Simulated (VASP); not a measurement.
Here is a VASP 6.6.1 calculation.

Contents of INCAR:

```
  PREC = Accurate
  ENCUT = 520
  EDIFF = 1E-6
  ISMEAR = 0
  SIGMA = 0.15
  LREAL = False
  LASPH = True
  NELM = 60
  ALGO = Fast
  ISIF = 2
  LWAVE = False
  LCHARG = False
  GGA = CA
  NBANDS = 14
```

KPOINTS

```
regular mesh
0
Gamma
  22 22 22
```

Contents of POSCAR:

```
Rh
1.0
    0.0000000000      2.2657454737      1.4256070521
    2.2657454737      0.0000000000      1.4256070521
    2.2657454737      2.2657454737      0.0000000000
Rh
1
Direct
    0.0000000000      0.0000000000      0.0000000000
```

Potentials or basis: VASP PAW LDA potentials, release 64 (Rh_pv).

Command:

```sh
$ cat potpaw_LDA.64/Rh_pv/POTCAR > POTCAR
$ mpirun -np 1 vasp_std > vasp.out
```

Problem. What does it give for the band gap on the k mesh?

Solution. Zero (an odd number of electrons rules out a gap without spin polarisation).

Problem. Estimate the pressure.

Solution. -18.6 GPa.

Stress tensor (GPa, compression positive):
```
-13.03   0.00   0.00
  0.00 -13.03   0.00
  0.00   0.00 -29.71
```

Caveat: the stress differs along the axes, from -30 to -13 GPa.
